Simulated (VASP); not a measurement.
**ZrC: single point with BLYP**

Crystal: ZrC.

```xyz
4
Lattice="3.3915 0.0000 0.0000 -1.6957 2.9371 0.0000 0.0000 0.0000 5.2901" Properties=species:S:1:pos:R:3 pbc="T T T"
Zr    1.6957    0.9790    3.9675
Zr    0.0000    1.9581    1.3225
C     0.0000    0.0000    2.6450
C     0.0000    0.0000    0.0000
```

```
Program             : VASP 6.6.1
Task                : single point
Functional          : BLYP
Potentials or basis : VASP PAW PBE potentials, release 64 (Zr_sv, C)
Cutoff              : 520 eV
k mesh              : 7 × 7 × 4
Occupations         : fermi-dirac, width 0.05 eV
Spin                : no spin polarisation
```

The pressure is 5.5 GPa. The band gap on the k mesh is zero (bands 16 and 17 overlap by 1.11 eV).

Stress tensor (GPa, compression positive):
```
3.50 0.00 0.00
0.00 3.50 0.00
0.00 0.00 9.48
```

Levels at points of the mesh, in eV from the Fermi level:
```
           k point  band 14  band 15  band 16  band 17  band 18  band 19
(0.00, 0.00, 0.00)    -1.20    -1.20     0.96     1.19     1.19     1.58
(0.00, 0.00, 0.50)    -2.48    -2.48    -2.48     3.26     3.26     3.26
```

It took 83 s on 1 thread of Intel Xeon 8259CL (shared host), peak memory 0.18 GiB.

Caveat: the cell stands under pressure; the PAW data sets were made with another functional, which shifts forces and pressure a little.
